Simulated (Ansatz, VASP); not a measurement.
## One calculation of SrTiO3, two programs

```
CELL_PARAMETERS angstrom
3.93641 0.00000 0.00000
0.00000 3.93641 0.00000
0.00000 0.00000 3.93641
ATOMIC_POSITIONS crystal
Sr 0.02466 0.00000 0.00000
Ti 0.47396 0.50000 0.50000
O 0.98496 0.50000 0.50000
O 0.47893 0.00000 0.50000
O 0.47893 0.50000 0.00000
```

Change from the starting cell: mode 1 frozen in at -0.019 Å and mode 7 at +0.115 Å (largest displacements).

Alike in both runs: task single point; functional PBE; k mesh 8 × 8 × 8; occupations gaussian, width 0.05 eV; no spin polarisation.

|  | VASP | Ansatz |
| --- | --- | --- |
| version | VASP 6.6.1 | Ansatz 0.2.0 |
| potentials or method | VASP PAW PBE potentials, release 64 (Sr_sv, Ti_sv, O), cutoff 520 eV | scalar-relativistic, plane waves, PAW |
| valence electrons in the cell | 40 | 40 |

Ansatz gave:

| Quantity | Value |
| --- | --- |
| gap on the k mesh at the Fermi level (eV) | 1.84 |
| least direct gap on the mesh (eV) | 2.20 |
| pressure (GPa) | 0.9 |
| rms of the force components (eV/Å) | 0.206 |

**Question.** Estimate VASP's values.

**Answer.** gap on the k mesh at the Fermi level (eV): 1.80; least direct gap on the mesh (eV): 2.18; pressure (GPa): 1.6; rms of the force components (eV/Å): 0.216.

Atom by atom the forces differ by 0.012 eV/Å (rms over components).
